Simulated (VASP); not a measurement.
# InAs (Fm-3m) in VASP: single point with PBEsol

Aim: the single point of InAs with PBEsol.

All numbers are computed with VASP 6.6.1; they aren't measurements. Logs are shortened: lines on timing, memory, paths and dates and some standing lists are left out, and cuts for length are marked.

### Step 1. The cell of the first run

Symmetry: Fm-3m, No. 225, cubic system. The conventional cell has a = 5.755 Å, b = 5.755 Å, c = 5.755 Å, α = 90.00°, β = 90.00°, γ = 90.00°. In (site symmetry m-3m) has 6 As at 2.88 Å within 3.8 Å. As (site symmetry m-3m) has 6 In at 2.88 Å within 3.8 Å.

### Step 2. Single point, PBEsol

The input, INCAR:

```
PREC     = Accurate       # precision mode
ENCUT    = 500            # plane-wave cutoff, eV
EDIFF    = 1E-6           # SCF threshold, eV
ISMEAR   = -1             # smearing method
SIGMA    = 0.05           # smearing width, eV
LREAL    = False          # projectors in reciprocal space
LASPH    = True           # aspherical terms in the spheres
NELM     = 120            # most SCF steps
ALGO     = Normal         # electronic algorithm
ISIF     = 2              # what is computed and relaxed
LWAVE    = False          # write WAVECAR
LCHARG   = False          # write CHGCAR
GGA      = PS             # functional
NBANDS   = 16             # bands
GGA_COMPAT= False
```

The input, KPOINTS:

```
regular mesh
0
Gamma
  5 5 5
```

The input, POSCAR:

```
InAs
1.0
    0.0000000000      2.8773040000      2.8773040000
    2.8773040000      0.0000000000      2.8773040000
    2.8773040000      2.8773040000      0.0000000000
In As
1 1
Direct
    0.5000000000      0.5000000000      0.5000000000
    0.0000000000      0.0000000000      0.0000000000
```

Potentials or basis: VASP PAW PBE potentials, release 64 (In_d, As).

The run is started by

```console
cat potpaw_PBE.64/In_d/POTCAR potpaw_PBE.64/As/POTCAR > POTCAR
mpirun -np 1 vasp_std > vasp.out
```

OUTCAR:

```text
PREC = Accurate
   ENCUT = 500
   EDIFF = 1E-6
   ISMEAR = -1
   LREAL = False
   LASPH = True
   NELM = 120
   ISIF = 2
   GGA = PS

 ion  position               nearest neighbor table
   1  0.500  0.500  0.500-   2 2.88   2 2.88   2 2.88   2 2.88   2 2.88   2 2.88
   2  0.000  0.000  0.000-   1 2.88   1 2.88   1 2.88   1 2.88   1 2.88   1 2.88

  LATTYP: Found a face centered cubic cell.
 ALAT       =     5.7546080000

  Lattice vectors:

 A1 = (   0.0000000000,   2.8773040000,   2.8773040000)
 A2 = (   2.8773040000,   0.0000000000,   2.8773040000)
 A3 = (   2.8773040000,   2.8773040000,   0.0000000000)

Analysis of symmetry for initial positions (statically):
=====================================================================
 Subroutine PRICEL returns:
 Original cell was already a primitive cell.

 Routine SETGRP: Setting up the symmetry group for a
 face centered cubic supercell.

 Subroutine GETGRP returns: Found 48 space group operations
 (whereof 48 operations were pure point group operations)
 out of a pool of 48 trial point group operations.

The static configuration has the point symmetry O_h .

Analysis of symmetry for dynamics (positions and initial velocities):
=====================================================================
 Subroutine PRICEL returns:
 Original cell was already a primitive cell.

 Routine SETGRP: Setting up the symmetry group for a
 face centered cubic supercell.

 Subroutine GETGRP returns: Found 48 space group operations
 (whereof 48 operations were pure point group operations)
 out of a pool of 48 trial point group operations.

The dynamic configuration has the point symmetry O_h .

 Subroutine INISYM returns: Found 48 space group operations
 (whereof 48 operations are pure point group operations),
 and found     1 'primitive' translations

----------------------------------------------------------------------------------------

                                     Primitive cell

  volume of cell :      47.6417

  direct lattice vectors                    reciprocal lattice vectors
     0.000000000  2.877304000  2.877304000    -0.173773783  0.173773783  0.173773783
     2.877304000  0.000000000  2.877304000     0.173773783 -0.173773783  0.173773783
     2.877304000  2.877304000  0.000000000     0.173773783  0.173773783 -0.173773783

  length of vectors
     4.069122340  4.069122340  4.069122340     0.300985021  0.300985021  0.300985021
[... 64 lines left out ...]
   ENCUT  =  500.0 eV  36.75 Ry    6.06 a.u.   7.42  7.42  7.42*2*pi/ulx,y,z
   NELM   =    120;   NELMIN=  2; NELMDL= -5     # of ELM steps
   EDIFF  = 0.1E-05   stopping-criterion for ELM
   LREAL  =      F    real-space projection
   EDIFFG = 0.1E-04   stopping-criterion for IOM
   NSW    =      0    number of steps for IOM
   IBRION =     -1    ionic relax: 0-MD 1-quasi-New 2-CG
   NFREE  =      0    steps in history (QN), initial steepest desc. (CG)
   ISIF   =      2    stress and relaxation
   ISYM   =      2    0-nonsym 1-usesym 2-fastsym
   POTIM  = 0.5000    time-step for ionic-motion
   TEBEG  =    0.0;   TEEND  =   0.0 temperature during run
   PSTRESS=    0.0 pullay stress
   NELECT =      18.0000    total number of electrons
   NUPDOWN=      -1.0000    fix difference up-down
   EMIN   =  10.00;   EMAX   =-10.00  energy-range for DOS
   EFERMI =   0.00;   METHOD = LEGACY
   ISMEAR =    -1;   SIGMA  =   0.05  broadening in eV -4-tet -1-fermi 0-gaus
   EFERMI_NEDOS =   21; number of points for ismear=-14 and -15
   IALGO  =     38    algorithm
   IMIX   =      4    mixing-type and parameters
     AMIX     =   0.40;   BMIX     =  1.00
     AMIX_MAG =   1.60;   BMIX_MAG =  1.00
  volume/ion in A,a.u.               =      23.82       160.75
  Fermi-wavevector in a.u.,A,eV,Ry     =   1.183505  2.236499 19.057448  1.400683
  Thomas-Fermi vector in A             =   2.319738
   LORBIT       =      0    0 simple, 1 ext, 2 COOP (PROOUT), +10 PAW based schemes
   GGA     = PS    functional components
   LHFCALC =     F    Hartree Fock is set to
   AEXX    =    0.0000 exact exchange contribution
   IVDW    =     0    specifies the selected vdW correction
   LEPSILON=     F    determine dielectric tensor
   LRPA    =     F    only Hartree local field effects (RPA)
 non-spin polarized calculation
  energy-cutoff  :      500.00
  volume of cell :       47.64
 maximum number of plane-waves:      1243
 NGX is ok and might be reduce to    30
   NGX = 15   NGY = 15   NGZ = 15

 number of electron      18.0000002 magnetization

 Free energy of the ion-electron system (eV)
  ---------------------------------------------------
  ext. energy  EPLUGINS =         0.00000000
  ---------------------------------------------------
  free energy    TOTEN  =        -8.16637283 eV

  energy without entropy =       -8.15634135  energy(sigma->0) =       -8.16135709

 E-fermi :   5.9504     XC(G=0): -10.2450

 val. band max:        5.9388961131   @ k =   0.4000   0.0000   0.0000
 cond. band min:       6.1606540426   @ k =  -0.2000   0.2000   0.0000
 fundamental gap:      0.2217579294
 Fermi energy:         5.9504133748

 k-point     1 :       0.0000    0.0000    0.0000
  band No.  band energies     occupation
      1      -8.4892      2.00000
      2      -8.4892      2.00000
      3      -8.4694      2.00000
      4      -8.4694      2.00000
      5      -8.4694      2.00000
      6      -6.3050      2.00000
[... 167 lines left out ...]
      3      -8.4679      2.00000
      4      -8.4322      2.00000
      5      -8.3983      2.00000
      6      -3.9977      2.00000
[... 8 lines left out ...]
     15      16.2070      0.00000
     16      19.0188      0.00000

------------------------ aborting loop because EDIFF is reached ----------------------------------------

  FORCE on cell =-STRESS in cart. coord.  units (eV):
  Direction    XX          YY          ZZ          XY          YZ          ZX
  --------------------------------------------------------------------------------------
  -------------------------------------------------------------------------------------
  Total       -0.8981160     -0.8981160     -0.8981160      0.0000000     -0.0000000     -0.0000000
  in kB      -30.2033966    -30.2033966    -30.2033966      0.0000000     -0.0000000     -0.0000000
  external PRESSURE =     -30.2033966 kB  Pullay stress =       0.0000000 kB

 VOLUME and BASIS-vectors are now :
 -----------------------------------------------------------------------------
  energy-cutoff  :      500.00
  volume of cell :       47.64
      direct lattice vectors                 reciprocal lattice vectors
     0.000000000  2.877304000  2.877304000    -0.173773783  0.173773783  0.173773783
     2.877304000  0.000000000  2.877304000     0.173773783 -0.173773783  0.173773783
     2.877304000  2.877304000  0.000000000     0.173773783  0.173773783 -0.173773783

 POSITION                                       TOTAL-FORCE (eV/Angst)
 -----------------------------------------------------------------------------------
      2.87730      2.87730      2.87730         0.000000      0.000000      0.000000
      0.00000      0.00000      0.00000        -0.000000     -0.000000     -0.000000
 -----------------------------------------------------------------------------------
    total drift:                                0.000000      0.000000      0.000000

  FREE ENERGIE OF THE ION-ELECTRON SYSTEM (eV)
  ---------------------------------------------------
  free  energy   TOTEN  =        -8.1663728278 eV

  energy  without entropy=       -8.1563413549  energy(sigma->0) =       -8.16135709
```

OSZICAR:

```text
N       E                     dE             d eps       ncg     rms          rms(c)
DAV:   1     0.106313163729E+03    0.10631E+03   -0.89761E+03   320   0.128E+03
DAV:   2    -0.197375945131E+01   -0.10829E+03   -0.10256E+03   336   0.299E+02
DAV:   3    -0.823267608514E+01   -0.62589E+01   -0.62224E+01   424   0.690E+01
DAV:   4    -0.836125160342E+01   -0.12858E+00   -0.12855E+00   360   0.106E+01
DAV:   5    -0.836610073113E+01   -0.48491E-02   -0.48491E-02   480   0.186E+00    0.355E+00
DAV:   6    -0.818337563362E+01    0.18273E+00   -0.29151E-01   448   0.984E+00    0.189E+00
DAV:   7    -0.816755562388E+01    0.15820E-01   -0.68144E-02   472   0.288E+00    0.558E-01
DAV:   8    -0.816641074336E+01    0.11449E-02   -0.55562E-03   416   0.101E+00    0.146E-01
DAV:   9    -0.816637880453E+01    0.31939E-04   -0.43252E-04   424   0.287E-01    0.788E-02
DAV:  10    -0.816637347162E+01    0.53329E-05   -0.30565E-05   424   0.500E-02    0.489E-02
DAV:  11    -0.816637282785E+01    0.64377E-06   -0.30164E-06   408   0.165E-02
   1 F= -.81663728E+01 E0= -.81613571E+01  d E =-.100315E-01
```

stdout:

```text
POSCAR found type information on POSCAR InAs
 POSCAR found :  2 types and       2 ions
 scaLAPACK will be used
 -----------------------------------------------------------------------------
|                                                                             |
|                                                                             |
|     You enforced a specific xc type in the INCAR file but a different       |
|     I HOPE YOU KNOW WHAT YOU ARE DOING!                                     |
|                                                                             |
 -----------------------------------------------------------------------------

 LDA part: xc-table for (Slater+PW92), standard interpolation
 POSCAR, INCAR and KPOINTS ok, starting setup
 FFT: planning ... GRIDC
 FFT: planning ... GRID_SOFT
 FFT: planning ... GRID
 WAVECAR not read
 entering main loop
```

Run time: 20 s. Hardware: 1 thread of AMD EPYC 7R13, shared host; peak memory 0.13 GiB.

What came out:

* Free energy: -8.1664 eV
* Pressure: -3.0 GPa
* Band gap on the k mesh: zero (band 9 reaches 6.16 eV, above the bottom of band 10 at 3.72 eV)

Caveat: the k points lie up to 0.38 Å⁻¹ apart; the PAW data sets were made with another functional, which shifts forces and pressure a little; spin-orbit coupling is left out, which moves the levels of the heavy elements.
